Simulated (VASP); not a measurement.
# ZnCd2N2 (C2/m) in VASP: further runs, part 2 of 2

VASP 6.6.1. Earlier steps stand in the parts before.

## 3. Single point, PBE+D3(BJ)

This run uses another cell than the first one, of 18.83 Å³/atom.

Input file INCAR:

```
SYSTEM = ZnCd2N2
ALGO = Normal ; EDIFF = 1E-6
ENCUT = 520 ; GGA = PE
ISIF = 2 ; ISMEAR = -1
IVDW = 12 ; LASPH = .TRUE.
LCHARG = .FALSE. ; LREAL = .FALSE.
LWAVE = .FALSE. ; NBANDS = 31
NELM = 80 ; PREC = Accurate
SIGMA = 0.05
```

Input file KPOINTS:

```
k-points
0
G
  6 6 3
  0 0 0
```

Input file POSCAR:

```
ZnCd2N2
1.0
    3.4836354486     -2.0195837320      0.0000000000
    3.4836354486      2.0195837320      0.0000000000
   -2.3300690696      0.0000000000      6.6904575812
Zn Cd N
1 2 2
Direct
    0.5000000000      0.5000000000      0.5000000000
    0.2750600000      0.2750600000      0.8274200000
    0.7249400000      0.7249400000      0.1725800000
    0.4051300000      0.4051300000      0.2156900000
    0.5948700000      0.5948700000      0.7843100000
```

Potentials or basis: VASP PAW PBE potentials, release 64 (Zn, Cd, N).

On the command line:

```bash
cat potpaw_PBE.64/Zn/POTCAR potpaw_PBE.64/Cd/POTCAR potpaw_PBE.64/N/POTCAR > POTCAR
mpirun -np 1 vasp_std > vasp.out
```

OUTCAR:

```text
SYSTEM = ZnCd2N2
   EDIFF = 1E-6
   ENCUT = 520
   GGA = PE
   ISIF = 2
   ISMEAR = -1
   IVDW = 12
   LASPH = .TRUE.
   LREAL = .FALSE.
   NELM = 80
   PREC = Accurate
 IVDW          = 12

 ion  position               nearest neighbor table
   1  0.500  0.500  0.500-   4 1.90   5 1.90   3 3.19   3 3.19   2 3.19   2 3.19   3 3.20   2 3.20

   2  0.275  0.275  0.827-   5 2.34   5 2.34   5 2.35   4 2.60   1 3.19   1 3.19   1 3.20   3 3.28
                             3 3.28   3 3.28
   3  0.725  0.725  0.173-   4 2.34   4 2.34   4 2.35   5 2.60   1 3.19   1 3.19   1 3.20   2 3.28
                             2 3.28   2 3.28
   4  0.405  0.405  0.216-   1 1.90   3 2.34   3 2.34   3 2.35   2 2.60
   5  0.595  0.595  0.784-   1 1.90   2 2.34   2 2.34   2 2.35   3 2.60

  LATTYP: Found a base centered monoclinic cell.
 ALAT       =     6.9672708972
 B/A-ratio  =     0.5797345221
 C/A-ratio  =     1.0168388964
 COS(beta)  =    -0.3288924829

  Lattice vectors:

 A1 = (   3.4836354486,  -2.0195837320,   0.0000000000)
 A2 = (   3.4836354486,   2.0195837320,   0.0000000000)
 A3 = (  -2.3300690696,   0.0000000000,   6.6904575812)

Analysis of symmetry for initial positions (statically):
=====================================================================
 Subroutine PRICEL returns:
 Original cell was already a primitive cell.

 Routine SETGRP: Setting up the symmetry group for a
 base centered monoclinic supercell.

 Subroutine GETGRP returns: Found  4 space group operations
 (whereof  4 operations were pure point group operations)
 out of a pool of  4 trial point group operations.

The static configuration has the point symmetry C_2h.

Analysis of symmetry for dynamics (positions and initial velocities):
=====================================================================
 Subroutine PRICEL returns:
 Original cell was already a primitive cell.

 Routine SETGRP: Setting up the symmetry group for a
 base centered monoclinic supercell.

 Subroutine GETGRP returns: Found  4 space group operations
 (whereof  4 operations were pure point group operations)
 out of a pool of  4 trial point group operations.

The dynamic configuration has the point symmetry C_2h.

 Subroutine INISYM returns: Found  4 space group operations
 (whereof  4 operations are pure point group operations),
 and found     1 'primitive' translations

----------------------------------------------------------------------------------------

                                     Primitive cell

  volume of cell :      94.1413

  direct lattice vectors                    reciprocal lattice vectors
     3.483635449 -2.019583732  0.000000000     0.143528221 -0.247575771  0.049986218
     3.483635449  2.019583732  0.000000000     0.143528221  0.247575771  0.049986218
    -2.330069070  0.000000000  6.690457581     0.000000000  0.000000000  0.149466608

  length of vectors
     4.026715087  4.026715087  7.084592050     0.290504277  0.290504277  0.149466608

  position of ions in fractional coordinates (direct lattice)
     0.500000000  0.500000000  0.500000000
     0.275060000  0.275060000  0.827420000
     0.724940000  0.724940000  0.172580000
     0.405130000  0.405130000  0.215690000
     0.594870000  0.594870000  0.784310000

  ion indices of the primitive-cell ions
   primitive index   ion index
                 1           1
                 2           2
                 3           3
                 4           4
                 5           5

[... 32 lines left out ...]
  0.166667  0.166667  0.000000      2.000000
  0.333333  0.166667 -0.000000      4.000000
[... 16 lines left out ...]
 -0.333333  0.166667  0.333333      4.000000
 -0.166667  0.166667  0.333333      4.000000
 [... further k-points ...]
   k-points           NKPTS =     34   k-points in BZ     NKDIM =     34   number of bands    NBANDS=     31
   number of dos      NEDOS =    301   number of ions     NIONS =      5
   total plane-waves  NPLWV =  48600
   dimension x,y,z NGX =    30 NGY =   30 NGZ =   54
   dimension x,y,z NGXF=    60 NGYF=   60 NGZF=  108
   ions per type =               1   2   2
   NGX,Y,Z   is equivalent  to a cutoff of  12.39, 12.39, 12.67 a.u.
   NGXF,Y,Z  is equivalent  to a cutoff of  24.77, 24.77, 25.34 a.u.
 SYSTEM =  ZnCd2N2
   PREC   = accura    normal or accurate (medium, high low for compatibility)
   ISTART =      0    job   : 0-new  1-cont  2-samecut
   ICHARG =      2    charge: 1-file 2-atom 10-const
   ISPIN  =      1    spin polarized calculation?
   LNONCOLLINEAR =      F non collinear calculations
   LSORBIT =      F    spin-orbit coupling
   LASPH  =      T    aspherical Exc in radial PAW
   ENCUT  =  520.0 eV  38.22 Ry    6.18 a.u.   7.49  7.49 13.17*2*pi/ulx,y,z
   NELM   =     80;   NELMIN=  2; NELMDL= -5     # of ELM steps
   EDIFF  = 0.1E-05   stopping-criterion for ELM
   LREAL  =      F    real-space projection
   EDIFFG = 0.1E-04   stopping-criterion for IOM
   NSW    =      0    number of steps for IOM
   IBRION =     -1    ionic relax: 0-MD 1-quasi-New 2-CG
   NFREE  =      0    steps in history (QN), initial steepest desc. (CG)
   ISIF   =      2    stress and relaxation
   ISYM   =      2    0-nonsym 1-usesym 2-fastsym
   POTIM  = 0.5000    time-step for ionic-motion
   TEBEG  =    0.0;   TEEND  =   0.0 temperature during run
   PSTRESS=    0.0 pullay stress
   NELECT =      46.0000    total number of electrons
   NUPDOWN=      -1.0000    fix difference up-down
   EMIN   =  10.00;   EMAX   =-10.00  energy-range for DOS
   EFERMI =   0.00;   METHOD = LEGACY
   ISMEAR =    -1;   SIGMA  =   0.05  broadening in eV -4-tet -1-fermi 0-gaus
   EFERMI_NEDOS =   21; number of points for ismear=-14 and -15
   IALGO  =     38    algorithm
   IMIX   =      4    mixing-type and parameters
     AMIX     =   0.40;   BMIX     =  1.00
     AMIX_MAG =   1.60;   BMIX_MAG =  1.00
  volume/ion in A,a.u.               =      18.83       127.06
  Fermi-wavevector in a.u.,A,eV,Ry     =   1.289439  2.436686 22.621750  1.662652
  Thomas-Fermi vector in A             =   2.421331
   LORBIT       =      0    0 simple, 1 ext, 2 COOP (PROOUT), +10 PAW based schemes
   GGA     = PE    functional components
   LHFCALC =     F    Hartree Fock is set to
   AEXX    =    0.0000 exact exchange contribution
   IVDW    =    12    specifies the selected vdW correction
   LEPSILON=     F    determine dielectric tensor
   LRPA    =     F    only Hartree local field effects (RPA)
 non-spin polarized calculation
  energy-cutoff  :      520.00
  volume of cell :       94.14
 maximum number of plane-waves:      2555
 NGX is ok and might be reduce to    30
   NGX = 15   NGY = 15   NGZ = 27

 number of electron      46.0000005 magnetization

 Free energy of the ion-electron system (eV)
  ---------------------------------------------------
  ext. energy  EPLUGINS =         0.00000000
  ---------------------------------------------------
  free energy    TOTEN  =       -17.19606046 eV

  energy without entropy =      -17.19367548  energy(sigma->0) =      -17.19486797

 E-fermi :   0.9903     XC(G=0):  -9.6831

 val. band max:        0.9410676305   @ k =   0.0000   0.0000   0.3333
 cond. band min:       1.2703658358   @ k =   0.0000   0.0000   0.3333
 fundamental gap:      0.3292982053
 Fermi energy:         0.9902613923

 k-point     1 :       0.0000    0.0000    0.0000
  band No.  band energies     occupation
      1     -12.8329      2.00000
      2     -12.2033      2.00000
      3      -6.9230      2.00000
      4      -6.9187      2.00000
      5      -6.8963      2.00000
      6      -6.8954      2.00000
[... 805 lines left out ...]
     30       8.1093      0.00000
     31       8.8237      0.00000

 [... further k-points ...]

------------------------ aborting loop because EDIFF is reached ----------------------------------------

 Edisp (eV)   -1.19149

 E8    (eV) :    -0.4811

  FORCE on cell =-STRESS in cart. coord.  units (eV):
  Direction    XX          YY          ZZ          XY          YZ          ZX
  --------------------------------------------------------------------------------------
  -------------------------------------------------------------------------------------
  Total      -4.05813    -4.13368    -5.10973     0.00000     0.00000     0.00440
  in kB     -69.06463   -70.35045   -86.96170     0.00000     0.00000     0.07480
  external pressure =      -75.46 kB  Pullay stress =        0.00 kB

 VOLUME and BASIS-vectors are now :
 -----------------------------------------------------------------------------
  energy-cutoff  :      520.00
  volume of cell :       94.14
      direct lattice vectors                 reciprocal lattice vectors
     3.483635449 -2.019583732  0.000000000     0.143528221 -0.247575771  0.049986218
     3.483635449  2.019583732  0.000000000     0.143528221  0.247575771  0.049986218
    -2.330069070  0.000000000  6.690457581     0.000000000  0.000000000  0.149466608

 POSITION                                       TOTAL-FORCE (eV/Angst)
 -----------------------------------------------------------------------------------
      2.31860      0.00000      3.34523        -0.000000      0.000000     -0.000000
     -0.01153      0.00000      5.53582         0.008965     -0.000000      0.025708
      4.64873      0.00000      1.15464        -0.008965     -0.000000     -0.025708
      2.32008      0.00000      1.44306         0.008066     -0.000000      0.360195
      2.31712      0.00000      5.24739        -0.008066     -0.000000     -0.360195
 -----------------------------------------------------------------------------------
    total drift:                                0.000000      0.000000     -0.000000

  FREE ENERGIE OF THE ION-ELECTRON SYSTEM (eV)
  ---------------------------------------------------
  free  energy   TOTEN  =       -18.3875468527 eV

  energy  without entropy=      -18.3851618701  energy(sigma->0) =      -18.38635436
```

Wall time 2.4 min (1 thread of Intel Xeon Platinum 8259CL at 2.50GHz (Skylake/Cascade Lake), shared host); peak memory 0.27 GiB.

Results:

```yaml
Free_energy: -18.3875 eV
Pressure: -7.5 GPa
Largest_force: 0.360 eV/Å
Band_gap_on_the_k_mesh: zero (bands 23 and 24 overlap by 0.29 eV)
Dispersion_energy_per_atom: -0.238 eV
```

Forces on the atoms (eV/Å):
```
Zn   0.000  0.000  0.000
Cd   0.009  0.000  0.026
Cd  -0.009  0.000 -0.026
N    0.008  0.000  0.360
N   -0.008  0.000 -0.360
```

Stress tensor (GPa, compression positive):
```
-6.91  0.00  0.01
 0.00 -7.04  0.00
 0.01  0.00 -8.70
```

Levels at points of the mesh, in eV from the Fermi level:
```csv
k point,band 21,band 22,band 23,band 24,band 25,band 26
"(0.00, 0.00, 0.00)",-0.47,-0.45,-0.37,-0.34,1.70,4.58
"(0.50, 0.00, 0.00)",-1.54,-1.48,-1.37,1.99,2.06,4.46
"(0.50, 0.50, 0.00)",-2.27,-2.01,-0.84,2.25,2.62,3.57
```

Caveat: the cell stands under tension; semilocal functionals underestimate gaps, and a narrow one can read as zero.

## 4. Single point, PBE+D3(BJ)

This run uses another cell than the first one, of 19.27 Å³/atom.

Input file INCAR:

```
  PREC = Accurate
  ENCUT = 520
  EDIFF = 1E-6
  ISMEAR = -1
  SIGMA = 0.05
  LREAL = False
  LASPH = True
  NELM = 80
  ALGO = Normal
  ISIF = 2
  LWAVE = False
  LCHARG = False
  GGA = PE
  IVDW = 12
  NBANDS = 31
```

Input file KPOINTS:

```
regular mesh
0
Gamma
  6 6 3
```

Changes to POSCAR since step 3:

```diff
@@ -2,5 +2,5 @@
 1.0
-    3.4836354486     -2.0195837320      0.0000000000
-    3.4836354486      2.0195837320      0.0000000000
-   -2.3300690696      0.0000000000      6.6904575812
+    3.5104336974     -2.0351196020      0.0000000000
+    3.5104336974      2.0351196020      0.0000000000
+   -2.3479933822      0.0000000000      6.7419246621
 Zn Cd N
```

On the command line:

```bash
cat potpaw_PBE.64/Zn/POTCAR potpaw_PBE.64/Cd/POTCAR potpaw_PBE.64/N/POTCAR > POTCAR
mpirun -np 1 vasp_std > vasp.out
```

Wall time 2.1 min (1 thread of Intel Xeon Platinum 8259CL at 2.50GHz (Skylake/Cascade Lake), shared host); peak memory 0.27 GiB.

It converged, with:

```
Free energy                : -18.2766 eV
Pressure                   : -8.8 GPa
Largest force              : 0.455 eV/Å
Band gap on the k mesh     : zero (bands 23 and 24 overlap by 0.29 eV)
Dispersion energy per atom : -0.233 eV
```

Forces in eV/Å, atoms in the order of the input:
```
Zn   0.000  0.000  0.000
Cd   0.010  0.000  0.033
Cd  -0.010  0.000 -0.033
N    0.008  0.000  0.455
N   -0.008  0.000 -0.455
```

Stress tensor (GPa, compression positive):
```
 -7.96   0.00   0.01
  0.00  -8.10   0.00
  0.01   0.00 -10.20
```

Levels at points of the mesh, in eV from the Fermi level:
```tsv
k point	band 21	band 22	band 23	band 24	band 25	band 26
(0.00, 0.00, 0.00)	-0.46	-0.44	-0.36	-0.34	1.63	4.52
(0.50, 0.00, 0.00)	-1.50	-1.42	-1.31	2.00	2.01	4.40
(0.50, 0.50, 0.00)	-2.25	-1.94	-0.81	2.27	2.59	3.48
```

Caveat: the cell stands under tension; semilocal functionals underestimate gaps, and a narrow one can read as zero.

## 5. The runs side by side

| cell | gap on the mesh (eV) | pressure (GPa) | largest force (eV/Å) |
| --- | --- | --- | --- |
| a = 3.995, b = 3.995, c = 7.029 Å, angles 106.5, 106.5, 60.2°, 5 atoms | none | -6.1 | 0.26 |
| a = 4.027, b = 4.027, c = 7.085 Å, angles 106.5, 106.5, 60.2°, 5 atoms | none | -7.5 | 0.36 |
| a = 4.058, b = 4.058, c = 7.139 Å, angles 106.5, 106.5, 60.2°, 5 atoms | none | -8.8 | 0.46 |

Alike in all rows: task single point; level PBE+D3(BJ); potentials or basis VASP PAW PBE potentials, release 64 (Zn, Cd, N); no spin polarisation; k mesh 6 × 6 × 3; cutoff (eV) 520; smearing fermi-dirac 0.05 eV.

Caveats: the cell stands under tension; semilocal functionals underestimate gaps, and a narrow one can read as zero.

Absolute energies hang on the potentials; compare differences alone.

The gap in the log of VASP goes by the Fermi energy; the results here count the filled bands.